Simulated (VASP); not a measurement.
# K4Mg3MnF12 (P4/mmm) in VASP: single point with PBEsol+U

Aim: the single point of K4Mg3MnF12 with PBEsol+U.

All numbers are computed with VASP 6.6.1; they aren't measurements. Logs are shortened: lines on timing, memory, paths and dates and some standing lists are left out, and cuts for length are marked.

### 1 The cell of the first run

The structure is tetragonal, space group P4/mmm (No. 123). Conventional cell: a = 5.642 Å, b = 5.642 Å, c = 7.979 Å, α = 90.00°, β = 90.00°, γ = 90.00°. K (site symmetry 2mm) has 12 F at 2.81 to 2.84 Å and 6 Mg at 3.44 to 3.47 Å and 2 Mn at 3.47 Å within 3.7 Å. Mn (site symmetry 4/mmm) has 6 F at 2.06 to 2.07 Å within 2.7 Å. Mg (site symmetry 4/mmm) has 6 F at 1.92 to 2.00 Å within 2.6 Å. Mg (site symmetry 4/mmm) has 6 F at 1.93 to 2.01 Å within 2.6 Å. Within 2.6 Å of Mg (site symmetry 4/mmm) lie 6 F at 1.98 to 1.99 Å. F (site symmetry m2m) has 1 Mg at 1.93 Å and 1 Mn at 2.06 Å within 2.6 Å. F (site symmetry m2m) has 2 Mg at 1.99 to 2.00 Å within 2.6 Å. F (site symmetry 4mm) has 1 Mg at 1.92 Å and 1 Mn at 2.07 Å within 2.6 Å.

### 2 Single point, PBEsol+U, collinear spin, ferromagnetic start

INCAR reads:

```
SYSTEM = K4Mg3MnF12
PREC = Accurate
ENCUT = 520
EDIFF = 1E-7
ISMEAR = 0
SIGMA = 0.05
LREAL = Auto
LASPH = .TRUE.
NELM = 150
ALGO = Normal
ISIF = 2
LWAVE = .FALSE.
LCHARG = .TRUE.
ISPIN = 2
MAGMOM = 0 0 0 0 0.92 0 0 0 0 0 0 0 0 0 0 0 0 0 0 0
LORBIT = 11
LMAXMIX = 4
LDAU = .TRUE.
LDAUTYPE = 2
LDAUL = -1 2 -1 -1
LDAUU = 0 3.5 0 0
LDAUJ = 0 0 0 0
LDAUPRINT = 1
GGA = PS
LELF = .TRUE.
LVHAR = .TRUE.
NBANDS = 90
```

KPOINTS reads:

```
regular mesh
0
G
  3 3 2
  0 0 0
```

POSCAR reads:

```
K4Mg3MnF12
1.0
    3.9897000000      3.9897000000      0.0000000000
   -3.9897000000      3.9897000000      0.0000000000
    0.0000000000      0.0000000000      7.9794000000
K Mn Mg F
4 1 3 12
Direct
    0.5000000000      0.0000000000      0.2525222559
    0.5000000000      0.0000000000      0.7474777441
    0.0000000000      0.5000000000      0.2525222559
    0.0000000000      0.5000000000      0.7474777441
    0.0000000000      0.0000000000      1.0000000000
    0.0000000000      0.0000000000      0.5000000000
    0.5000000000      0.5000000000      1.0000000000
    0.5000000000      0.5000000000      0.5000000000
    0.2579598194      0.7420401806      1.0000000000
    0.2504529799      0.7495470201      0.5000000000
    0.7420401806      0.2579598194      1.0000000000
    0.7495470201      0.2504529799      0.5000000000
    0.2579598194      0.2579598194      1.0000000000
    0.2504529799      0.2504529799      0.5000000000
    0.7420401806      0.7420401806      1.0000000000
    0.7495470201      0.7495470201      0.5000000000
    0.0000000000      0.0000000000      0.2589899289
    0.0000000000      0.0000000000      0.7410100711
    0.5000000000      0.5000000000      0.2516091629
    0.5000000000      0.5000000000      0.7483908371
```

Potentials or basis: VASP PAW PBE potentials, release 64 (K_sv, Mn_pv, Mg, F).

Launch:

```
$ cat potpaw_PBE.64/K_sv/POTCAR potpaw_PBE.64/Mn_pv/POTCAR potpaw_PBE.64/Mg/POTCAR potpaw_PBE.64/F/POTCAR > POTCAR
$ mpirun -np 1 vasp_std > vasp.out
```

OUTCAR:

```text
SYSTEM = K4Mg3MnF12
   PREC = Accurate
   ENCUT = 520
   EDIFF = 1E-7
   ISMEAR = 0
   LREAL = Auto
   LASPH = .TRUE.
   NELM = 150
   ISIF = 2
   ISPIN = 2
   LORBIT = 11
   GGA = PS

 ion  position               nearest neighbor table
   1  0.500  0.000  0.253-  10 2.81  12 2.81  14 2.81  16 2.81  19 2.82  19 2.82  17 2.82  17 2.82
                            13 2.84  11 2.84  15 2.84   9 2.84   8 3.44   6 3.44   6 3.44   8 3.44
   2  0.500  0.000  0.747-  10 2.81  12 2.81  14 2.81  16 2.81  20 2.82  20 2.82  18 2.82  18 2.82
                            13 2.84  11 2.84  15 2.84   9 2.84   8 3.44   6 3.44   6 3.44   8 3.44
   3  0.000  0.500  0.253-  10 2.81  12 2.81  14 2.81  16 2.81  19 2.82  19 2.82  17 2.82  17 2.82
                            13 2.84  11 2.84  15 2.84   9 2.84   6 3.44   6 3.44   8 3.44   8 3.44
   4  0.000  0.500  0.747-  10 2.81  12 2.81  14 2.81  16 2.81  20 2.82  20 2.82  18 2.82  18 2.82
                            13 2.84  11 2.84  15 2.84   9 2.84   6 3.44   6 3.44   8 3.44   8 3.44
   5  0.000  0.000  0.000-   9 2.06  11 2.06  13 2.06  15 2.06  17 2.07  18 2.07   3 3.47   4 3.47
                             1 3.47   2 3.47   3 3.47   4 3.47   1 3.47   2 3.47
   6  0.000  0.000  0.500-  17 1.92  18 1.92  14 2.00  16 2.00  10 2.00  12 2.00   3 3.44   4 3.44
                             1 3.44   2 3.44   3 3.44   4 3.44   1 3.44   2 3.44
   7  0.500  0.500  0.000-   9 1.93  11 1.93  13 1.93  15 1.93  19 2.01  20 2.01   3 3.47   4 3.47
                             1 3.47   2 3.47   1 3.47   2 3.47   3 3.47   4 3.47
   8  0.500  0.500  0.500-  19 1.98  20 1.98  14 1.99  16 1.99  10 1.99  12 1.99   3 3.44   4 3.44
                             1 3.44   2 3.44   1 3.44   2 3.44   3 3.44   4 3.44
   9  0.258  0.742  0.000-   7 1.93   5 2.06   3 2.84   4 2.84   1 2.84   2 2.84
  10  0.250  0.750  0.500-   8 1.99   6 2.00   3 2.81   4 2.81   1 2.81   2 2.81
  11  0.742  0.258  0.000-   7 1.93   5 2.06   3 2.84   4 2.84   1 2.84   2 2.84
  12  0.750  0.250  0.500-   8 1.99   6 2.00   3 2.81   4 2.81   1 2.81   2 2.81
  13  0.258  0.258  0.000-   7 1.93   5 2.06   3 2.84   4 2.84   1 2.84   2 2.84
  14  0.250  0.250  0.500-   8 1.99   6 2.00   3 2.81   4 2.81   1 2.81   2 2.81
  15  0.742  0.742  0.000-   7 1.93   5 2.06   3 2.84   4 2.84   1 2.84   2 2.84
  16  0.750  0.750  0.500-   8 1.99   6 2.00   3 2.81   4 2.81   1 2.81   2 2.81
  17  0.000  0.000  0.259-   6 1.92   5 2.07   1 2.82   3 2.82   3 2.82   1 2.82
  18  0.000  0.000  0.741-   6 1.92   5 2.07   2 2.82   4 2.82   4 2.82   2 2.82
  19  0.500  0.500  0.252-   8 1.98   7 2.01   1 2.82   3 2.82   1 2.82   3 2.82
  20  0.500  0.500  0.748-   8 1.98   7 2.01   2 2.82   4 2.82   2 2.82   4 2.82

  LATTYP: Found a simple tetragonal cell.
 ALAT       =     5.6422878498
 C/A-ratio  =     1.4142135624

  Lattice vectors:

 A1 = (   3.9897000000,   3.9897000000,   0.0000000000)
 A2 = (  -3.9897000000,   3.9897000000,   0.0000000000)
 A3 = (   0.0000000000,   0.0000000000,   7.9794000000)

Analysis of symmetry for initial positions (statically):
=====================================================================
 Subroutine PRICEL returns:
 Original cell was already a primitive cell.

 Routine SETGRP: Setting up the symmetry group for a
 simple tetragonal supercell.

 Subroutine GETGRP returns: Found 16 space group operations
 (whereof 16 operations were pure point group operations)
 out of a pool of 16 trial point group operations.

The static configuration has the point symmetry D_4h.

Analysis of symmetry for dynamics (positions and initial velocities):
=====================================================================
 Subroutine PRICEL returns:
 Original cell was already a primitive cell.

 Routine SETGRP: Setting up the symmetry group for a
 simple tetragonal supercell.

 Subroutine GETGRP returns: Found 16 space group operations
 (whereof 16 operations were pure point group operations)
 out of a pool of 16 trial point group operations.

The dynamic configuration has the point symmetry D_4h.

Analysis of structural, dynamic, and magnetic symmetry:
=====================================================================
 Subroutine PRICEL returns:
 Original cell was already a primitive cell.

 Routine SETGRP: Setting up the symmetry group for a
 simple tetragonal supercell.

 Subroutine GETGRP returns: Found 16 space group operations
 (whereof 16 operations were pure point group operations)
 out of a pool of 16 trial point group operations.

The overall configuration has the point symmetry D_4h.
[... 167 lines left out ...]
  0.0000  0.0000  0.1011  0.0000  0.0000
  0.0000 -0.0000  0.0000  0.9326 -0.0000
 -0.0000 -0.0000  0.0000 -0.0000  0.1149

spin component  2

  0.0252 -0.0000 -0.0000 -0.0000 -0.0000
 -0.0000  0.9283 -0.0000  0.0000  0.0000
 -0.0000 -0.0000  0.0900 -0.0000  0.0000
 -0.0000  0.0000 -0.0000  0.9283 -0.0000
 -0.0000  0.0000  0.0000 -0.0000  0.1049

 occupancies and eigenvectors

  o =  0.0252  v =  0.0000  0.0000  0.0000  0.0000  0.0000  1.0000  0.0000  0.0000  0.0000  0.0000      0.0000  0.0000  0.0000  0.0000  0.0000  0.0000  0.0000  0.0000  0.0000  0.0000
  o =  0.0900  v =  0.0000  0.0000  0.0000  0.0000  0.0000  0.0000 -0.0000  1.0000  0.0000 -0.0000      0.0000  0.0000  0.0000  0.0000  0.0000  0.0000  0.0000  0.0000  0.0000  0.0000
  o =  0.1011  v =  0.0000  0.0000  1.0000  0.0000 -0.0000  0.0000  0.0000  0.0000  0.0000  0.0000      0.0000  0.0000  0.0000  0.0000  0.0000  0.0000  0.0000  0.0000  0.0000  0.0000
  o =  0.1049  v =  0.0000  0.0000  0.0000  0.0000  0.0000  0.0000  0.0000 -0.0000 -0.0000 -1.0000      0.0000  0.0000  0.0000  0.0000  0.0000  0.0000  0.0000  0.0000  0.0000  0.0000
  o =  0.1149  v =  0.0000 -0.0000  0.0000  0.0000  1.0000  0.0000  0.0000  0.0000  0.0000  0.0000      0.0000  0.0000  0.0000  0.0000  0.0000  0.0000  0.0000  0.0000  0.0000  0.0000
  o =  0.9283  v =  0.0000  0.0000  0.0000  0.0000  0.0000  0.0000  0.0930  0.0000  0.9957  0.0000      0.0000  0.0000  0.0000  0.0000  0.0000  0.0000  0.0000  0.0000  0.0000  0.0000
  o =  0.9283  v =  0.0000  0.0000  0.0000  0.0000  0.0000  0.0000 -0.9957  0.0000  0.0930  0.0000      0.0000  0.0000  0.0000  0.0000  0.0000  0.0000  0.0000  0.0000  0.0000  0.0000
  o =  0.9326  v =  0.0000 -0.4423 -0.0000 -0.8969  0.0000  0.0000  0.0000  0.0000  0.0000  0.0000      0.0000  0.0000  0.0000  0.0000  0.0000  0.0000  0.0000  0.0000  0.0000  0.0000
  o =  0.9326  v =  0.0000 -0.8969  0.0000  0.4423 -0.0000  0.0000  0.0000  0.0000  0.0000  0.0000      0.0000  0.0000  0.0000  0.0000  0.0000  0.0000  0.0000  0.0000  0.0000  0.0000
  o =  0.9433  v =  1.0000  0.0000  0.0000  0.0000  0.0000  0.0000  0.0000  0.0000  0.0000  0.0000      0.0000  0.0000  0.0000  0.0000  0.0000  0.0000  0.0000  0.0000  0.0000  0.0000

 number of electron     138.9999909 magnetization       1.0000059

 Free energy of the ion-electron system (eV)
  ---------------------------------------------------
  ext. energy  EPLUGINS =         0.00000000
  ---------------------------------------------------
  free energy    TOTEN  =      -101.00499532 eV

  energy without entropy =     -101.00499532  energy(sigma->0) =     -101.00499532

 E-fermi :   2.3853     XC(G=0): -10.0715

 val. band max:        2.0468263944   @ k =   0.3333   0.0000   0.0000
 cond. band min:       4.3130346966   @ k =   0.3333   0.3333   0.0000
 fundamental gap:      2.2662083022
 Fermi energy:         2.3853367729

 spin component 1

 k-point     1 :       0.0000    0.0000    0.0000
  band No.  band energies     occupation
      1     -45.9430      1.00000
      2     -45.9429      1.00000
      3     -44.2726      1.00000
      4     -27.0092      1.00000
      5     -26.9790      1.00000
      6     -26.9584      1.00000
[... 493 lines left out ...]
     80       9.5299      0.00000
     81       9.8219      0.00000
 Fermi energy:         2.3853367729

 spin component 2

 k-point     1 :       0.0000    0.0000    0.0000
  band No.  band energies     occupation
      1     -44.6044      1.00000
      2     -44.6043      1.00000
      3     -43.9152      1.00000
      4     -27.0093      1.00000
      5     -26.9791      1.00000
      6     -26.9585      1.00000
[... 493 lines left out ...]
     80       9.5349      0.00000
     81       9.8348      0.00000
 [bands above 81 left out]

------------------------ aborting loop because EDIFF is reached ----------------------------------------

  FORCE on cell =-STRESS in cart. coord.  units (eV):
  Direction    XX          YY          ZZ          XY          YZ          ZX
  --------------------------------------------------------------------------------------
  -------------------------------------------------------------------------------------
  Total       -0.7016270     -0.7016270      1.0389508      0.0000000     -0.0000000      0.0000000
  in kB       -4.4252331     -4.4252331      6.5527689      0.0000000     -0.0000000      0.0000000
  external PRESSURE =      -0.7658991 kB  Pullay stress =       0.0000000 kB

 VOLUME and BASIS-vectors are now :
 -----------------------------------------------------------------------------
  energy-cutoff  :      520.00
  volume of cell :      254.03
      direct lattice vectors                 reciprocal lattice vectors
     3.989700000  3.989700000  0.000000000     0.125322706  0.125322706  0.000000000
    -3.989700000  3.989700000  0.000000000    -0.125322706  0.125322706  0.000000000
     0.000000000  0.000000000  7.979400000     0.000000000  0.000000000  0.125322706

 POSITION                                       TOTAL-FORCE (eV/Angst)
 -----------------------------------------------------------------------------------
      1.99485      1.99485      2.01498         0.000000      0.000000      0.000030
      1.99485      1.99485      5.96442         0.000000      0.000000     -0.000030
     -1.99485      1.99485      2.01498         0.000000      0.000000      0.000030
     -1.99485      1.99485      5.96442         0.000000      0.000000     -0.000030
      0.00000      0.00000      0.00000         0.000000      0.000000      0.000000
      0.00000      0.00000      3.98970         0.000000      0.000000      0.000000
[... 12 lines left out ...]
      0.00000      3.98970      2.00769         0.000000      0.000000     -0.089033
      0.00000      3.98970      5.97171         0.000000      0.000000      0.089033
 -----------------------------------------------------------------------------------
    total drift:                               -0.000000      0.000000      0.000000

  FREE ENERGIE OF THE ION-ELECTRON SYSTEM (eV)
  ---------------------------------------------------
  free  energy   TOTEN  =      -101.0049953199 eV

  energy  without entropy=     -101.0049953199  energy(sigma->0) =     -101.00499532

 total charge

# of ion       s       p       d       tot
------------------------------------------
    1        1.954   5.577   0.028   7.559
    2        1.954   5.577   0.028   7.559
    3        1.954   5.577   0.028   7.559
    4        1.954   5.577   0.028   7.559
    5        0.182   6.179   5.075  11.437
    6        0.132   0.172   0.087   0.391
[... 12 lines left out ...]
   19        1.728   4.395   0.000   6.123
   20        1.728   4.395   0.000   6.123
--------------------------------------------------
tot         29.126  81.669   5.448 116.243

 magnetization (x)

# of ion       s       p       d       tot
------------------------------------------
    1       -0.000  -0.000  -0.000  -0.000
    2       -0.000  -0.000  -0.000  -0.000
    3       -0.000  -0.000  -0.000  -0.000
    4       -0.000  -0.000  -0.000  -0.000
    5        0.004   0.005   0.946   0.955
    6       -0.000  -0.000  -0.000  -0.000
[... 12 lines left out ...]
   19       -0.000  -0.000   0.000  -0.000
   20       -0.000  -0.000   0.000  -0.000
--------------------------------------------------
tot          0.003   0.008   0.946   0.956
```

It took 14 min on 1 thread of Intel Xeon 8259CL, shared host; peak memory 0.5 GiB.

What came out:

```yaml
Free_energy: -101.0050 eV
Pressure: -0.1 GPa
Largest_force: 1.058 eV/Å
Band_gap_on_the_k_mesh: 2.27 eV
Net_moment: 1.00 μB per cell
Site_moments: K -0.00; Mn +0.95; Mg -0.00; F +0.00, -0.00 (each value once) μB
Valence_electrons_inside_the_program's_atomic_spheres: K 7.56; Mn 11.44; Mg 0.39, 0.40, 0.38; F 6.11, 6.12 (each value once)
```

Forces on the atoms (eV/Å):
```
K    0.000  0.000  0.000
K    0.000  0.000  0.000
K    0.000  0.000  0.000
K    0.000  0.000  0.000
Mn   0.000  0.000  0.000
Mg   0.000  0.000  0.000
Mg   0.000  0.000  0.000
Mg   0.000  0.000  0.000
F   -1.058  0.000  0.000
F    0.016  0.000  0.000
F    1.058  0.000  0.000
F   -0.016  0.000  0.000
F    0.000 -1.058  0.000
F    0.000  0.016  0.000
F    0.000  1.058  0.000
F    0.000 -0.016  0.000
F    0.000  0.000 -0.699
F    0.000  0.000  0.699
F    0.000  0.000 -0.089
F    0.000  0.000  0.089
```

Levels at points of the mesh, in eV from the valence-band top:
Spin up:
| k point | band 68 | band 69 | band 70 | band 71 | band 72 | band 73 |
| --- | --- | --- | --- | --- | --- | --- |
| (0.00, 0.00, 0.00) | -2.12 | -0.53 | -0.53 | 2.45 | 3.06 | 3.48 |
| (0.00, 0.00, 0.50) | -2.12 | -0.53 | -0.53 | 2.45 | 3.07 | 4.39 |
Spin down:
| k point | band 66 | band 67 | band 68 | band 69 | band 70 | band 71 | band 72 | band 73 |
| --- | --- | --- | --- | --- | --- | --- | --- | --- |
| (0.00, 0.00, 0.00) | -3.58 | -3.52 | -0.01 | -0.01 | 2.83 | 2.96 | 3.52 | 3.78 |
| (0.00, 0.00, 0.50) | -3.81 | -3.52 | -0.01 | -0.01 | 2.83 | 2.96 | 3.78 | 4.48 |

Eigenvalues of the final occupation matrices:
| site | spin | trace | eigenvalues |
| --- | --- | --- | --- |
| site 5 d | 1 | 3.02 | 0.10 0.11 0.93 0.93 0.94 |
| site 5 d | 2 | 2.08 | 0.03 0.09 0.10 0.93 0.93 |

Caveat: the PAW data sets were made with another functional, which shifts forces and pressure a little; a cell with one magnetic atom can't hold antiferromagnetic order, which such compounds often take. A k mesh can miss the band edges.
